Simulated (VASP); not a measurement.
Wanted: the native input for a VASP 6.6.1 run.

| Item | Value |
| --- | --- |
| Task | relaxation of cell and atoms |
| Functional | PBEsol |
| Potentials or basis | VASP PAW PBE potentials, release 64 (Pt, Se) |
| Cutoff | 600 eV |
| k mesh | 8 × 8 × 5 |
| Occupations | fermi-dirac, width 0.05 eV |
| Spin | no spin polarisation |
| Target pressure | 30 GPa |
| Dipole correction | no |
| Further INCAR settings | ALGO = Normal; EDIFF = 1e-07; IBRION = 2; EDIFFG = -0.005; NSW = 80; ISIF = 3 |

The structure of PtSe2 lies in POSCAR:

```
PtSe2
1.0
    3.7240000000      0.0000000000      0.0000000000
   -1.8620000000      3.2250786037      0.0000000000
    0.0000000000      0.0000000000      5.0620000000
Pt Se
1 2
Direct
    0.0000000000      0.0000000000      0.0000000000
    0.6666666667      0.3333333333      0.7500000000
    0.3333333333      0.6666666667      0.2500000000
```

The input as run:

INCAR

```
SYSTEM = PtSe2
PREC = Accurate
ENCUT = 600
EDIFF = 1E-7
ISMEAR = -1
SIGMA = 0.05
LREAL = .FALSE.
LASPH = .TRUE.
NELM = 80
ALGO = Normal
ISIF = 3
LWAVE = .FALSE.
LCHARG = .FALSE.
GGA = PS
IBRION = 2
NSW = 80
EDIFFG = -0.005
PSTRESS = 300.0
```

KPOINTS

```
regular mesh
0
G
  8 8 5
  0 0 0
```

Potentials or basis: VASP PAW PBE potentials, release 64 (Pt, Se).

The run is started by

```console
$ cat potpaw_PBE.64/Pt/POTCAR potpaw_PBE.64/Se/POTCAR > POTCAR
$ mpirun -np 1 vasp_std > vasp.out
```

Results of the run:

```yaml
Relaxed_volume: 15.85 Å³/atom
Relaxed_cell: a = 3.628 Å, b = 3.628 Å, c = 4.173 Å, α = 90.00°, β = 90.00°, γ = 120.00°
Space_group_after_relaxing_to_0.1_Å: P-3m1 (No. 164)
Energy_change_on_relaxing_the_run_minimises_the_enthalpy: +271.4 meV/atom
Ionic_steps: 19
Pressure_after_relaxing: 30.0 GPa
Band_gap_on_the_k_mesh: zero (bands 11 and 12 overlap by 0.41 eV)
```

Caveat: the cell is relaxed towards a set pressure, so the run minimises the enthalpy, not the energy; the volume moved by over 15 % at a fixed basis, so the end points are rough; the PAW data sets were made with another functional, which shifts forces and pressure a little; spin-orbit coupling is left out, which moves the levels of the heavy elements.

Wall time 5.4 min on 1 thread of Intel(R) Xeon(R) 6975P-C (Granite Rapids), with other jobs on the host, peak memory 0.23 GiB.
